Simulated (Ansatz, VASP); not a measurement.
CaF: VASP beside Ansatz

File INCAR:

```
PREC     = Accurate       # precision mode
ENCUT    = 600            # plane-wave cutoff, eV
EDIFF    = 1E-6           # SCF threshold, eV
ISMEAR   = 0              # smearing method
SIGMA    = 0.1            # smearing width, eV
LREAL    = F              # projectors in reciprocal space
LASPH    = T              # aspherical terms in the spheres
NELM     = 200            # most SCF steps
ALGO     = Normal         # electronic algorithm
ISIF     = 2              # what is computed and relaxed
LWAVE    = F              # write WAVECAR
LCHARG   = T              # write CHGCAR
ISPIN    = 2              # spin polarisation
MAGMOM   = 0 1            # initial moments
LORBIT   = 11             # projections on sites
GGA      = PE             # functional
LELF     = T              # ELF
LVHAR    = T            
NBANDS   = 20             # bands
GGA_COMPAT= F
```

The input KPOINTS:

```
Automatic mesh
0
Gamma
  6 6 6
```

File POSCAR:

```
CaF
1.0
    3.3009958400      0.0000000000      0.0000000000
    0.0000000000      3.3009958400      0.0000000000
    0.0000000000      0.0000000000      3.3009958400
Ca F
1 1
Direct
    0.5000000000      0.5000000000      0.5000000000
    0.0000000000      0.0000000000      0.0000000000
```

Input for Ansatz:

```yaml
crystal:
  lattice:
    - [3.30099584, 0.0, 0.0]
    - [0.0, 3.30099584, 0.0]
    - [0.0, 0.0, 3.30099584]
  atoms:
    - { symbol: Ca, position: [0.5, 0.5, 0.5] }
    - { symbol: F, position: [0.0, 0.0, 0.0], spin: 1.0 }
basis:
  ecutwfc: 420
kpoints:
  mp_grid: { grid: [6, 6, 6] }
hamiltonian:
  xc: pbe
scf:
  occupations: { method: gaussian, width: 0.1 }
  lower_state_search: "off"
output:
  forces: true
  stress: true
  eigenvalues: true
  populations: true
magnetization:
  spin_polarized: true
```

Change from the starting cell: species swapped into the NdAu type (Pm-3m, No. 221).

Alike in both runs: task single point; functional PBE; k mesh 6 × 6 × 6; occupations gaussian, width 0.1 eV; collinear spin.

|  | VASP | Ansatz |
| --- | --- | --- |
| version | VASP 6.6.1 | Ansatz 0.2.0 |
| potentials or method | VASP PAW PBE potentials, release 64 (Ca_sv, F), cutoff 600 eV | scalar-relativistic, plane waves, PAW |
| valence electrons in the cell | 17 | 17 |

Ansatz gave:

| Item | Value |
| --- | --- |
| gap on the k mesh at the Fermi level (eV) | none |
| pressure (GPa) | 1.3 |
| net moment per atom (μB) | 0.00 |

What did VASP give for the same quantities?

gap on the k mesh at the Fermi level (eV): none; pressure (GPa): 1.2; net moment per atom (μB): 0.00.

A gap of «none» marks a metal or a gap that the smearing closes. Ansatz's warnings: negative dielectric reading, seeded moment not kept.
